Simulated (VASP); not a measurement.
Runs of VASP 6.6.1 on K. The structure is that of space group P6/mmm (No. 191), or close to it. The cells are those of the table. This isn't the form of K at room conditions, which is bcc.

```tsv
cell	k mesh	gap on the mesh (eV)	pressure (GPa)
a = 7.155, b = 7.155, c = 4.254 Å, angles 90.0, 90.0, 120.0°, 3 atoms	6 × 6 × 8	none	(b)
a = 7.466, b = 7.466, c = 4.440 Å, angles 90.0, 90.0, 120.0°, 3 atoms	6 × 6 × 8	none	0.0
a = 7.366, b = 7.366, c = 4.380 Å, angles 90.0, 90.0, 120.0°, 3 atoms	6 × 6 × 8	none	0.2
a = 7.661, b = 7.661, c = 4.555 Å, angles 90.0, 90.0, 120.0°, 3 atoms	6 × 6 × 8	none	(a)
a = 7.466, b = 7.466, c = 4.440 Å, angles 90.0, 90.0, 120.0°, 3 atoms	5 × 5 × 7	none	0.0
a = 7.565, b = 7.565, c = 4.498 Å, angles 90.0, 90.0, 120.0°, 3 atoms	6 × 6 × 8	none	-0.1
a = 7.262, b = 7.262, c = 4.318 Å, angles 90.0, 90.0, 120.0°, 3 atoms	6 × 6 × 8	none	0.3
```

Alike in all rows: task single point; level PBEsol; potentials or basis VASP PAW PBE potentials, release 64 (K_sv); no spin polarisation; cutoff (eV) 520; smearing fermi-dirac 0.1 eV.

Q: Estimate the missing entries.

A: (a) -0.2; (b) 0.6.

Caveats: the PAW data sets were made with another functional, which shifts forces and pressure a little.

A gap of «none» marks levels without a gap at the run's occupations.
